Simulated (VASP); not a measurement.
Here is a VASP 6.6.1 calculation.

POSCAR

```
Ta
1.0
    3.3046647258      0.0000000000      0.0000000000
    0.0000000000      3.3046647258      0.0000000000
    0.0000000000      0.0000000000      3.5029446094
Ta
2
Direct
    0.0000000000      0.0000000000      0.0000000000
    0.5000000000      0.5000000000      0.5000000000
```

File INCAR.step1:

```
  PREC = Accurate
  ENCUT = 520
  ISMEAR = 0
  SIGMA = 0.1
  LREAL = F
  LASPH = T
  NELM = 60
  NBANDS = 18
  GGA = PE
  ALGO = Normal
  EDIFF = 1E-4
  LWAVE = T
  LCHARG = F
```

INCAR.step2

```
  PREC = Accurate
  ENCUT = 520
  EDIFF = 1E-6
  ISMEAR = 0
  SIGMA = 0.1
  LREAL = F
  LASPH = T
  NELM = 60
  ALGO = Normal
  ISIF = 2
  LWAVE = F
  LCHARG = T
  METAGGA = R2SCAN
  LMIXTAU = T
  LELF = T
  LVHAR = T
  NBANDS = 18
  ISTART = 1
```

The input KPOINTS:

```
Automatic mesh
0
Gamma
  16 16 16
```

Potentials or basis: VASP PAW PBE potentials, release 64 (Ta_pv).

Run with:

```sh
$ cat potpaw_PBE.64/Ta_pv/POTCAR > POTCAR
$ cp INCAR.step1 INCAR
$ mpirun -np 1 vasp_std > vasp.out
$ cp INCAR.step2 INCAR
$ mpirun -np 1 vasp_std > vasp.out
```

(1) Estimate the pressure.

(2) Estimate the band gap on the k mesh.

## Answers

(1) -9.8 GPa.

(2) zero (bands 11 and 12 overlap by 2.77 eV).

Caveat: the cell differs from its parent crystal (strain along c alone, the other axes held: +6.0 %); the cell stands under tension; the PAW data sets were made with another functional, which shifts forces and pressure a little; spin-orbit coupling is left out, which moves the levels of the heavy elements.
